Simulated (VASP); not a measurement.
Na2S, 3 atoms in the cell. The structure is cubic, space group Fm-3m (No. 225). Conventional cell: a = 6.633 Å, b = 6.633 Å, c = 6.633 Å, α = 90.00°, β = 90.00°, γ = 90.00°. Na (site symmetry -43m) has 4 S at 2.87 Å and 6 Na at 3.32 Å within 3.8 Å. Within 3.8 Å of S (site symmetry m-3m) lie 8 Na at 2.87 Å.  This cell differs from its parent crystal: volume changed by +3%.

```yaml
Program: VASP 6.6.1
Task: single point
Functional: PBE
Potentials_or_basis: VASP PAW PBE potentials, release 64 (Na_pv, S)
Cutoff: 500 eV
k_mesh: 6 × 6 × 6
Occupations: gaussian, width 0.01 eV
Spin: no spin polarisation
Dipole_correction: no
Further_INCAR_settings: ALGO = Normal; EDIFF = 1e-06; NBANDS = 17
```

Potentials or basis: VASP PAW PBE potentials, release 64 (Na_pv, S).

Launch:

```sh
$ cat potpaw_PBE.64/Na_pv/POTCAR potpaw_PBE.64/S/POTCAR > POTCAR
$ mpirun -np 1 vasp_std > vasp.out
```

Hardware: 1 thread of Intel(R) Xeon(R) Platinum 8259CL CPU @ 2.50GHz (Skylake/Cascade Lake) (shared host).

**Question.** How long does it take, and how much memory?

**Answer.** It took 23 s on 1 thread of Intel(R) Xeon(R) Platinum 8259CL CPU @ 2.50GHz (Skylake/Cascade Lake), with other jobs on the host, peak memory 0.19 GiB. Counts: scf iterations 14, k points 16.
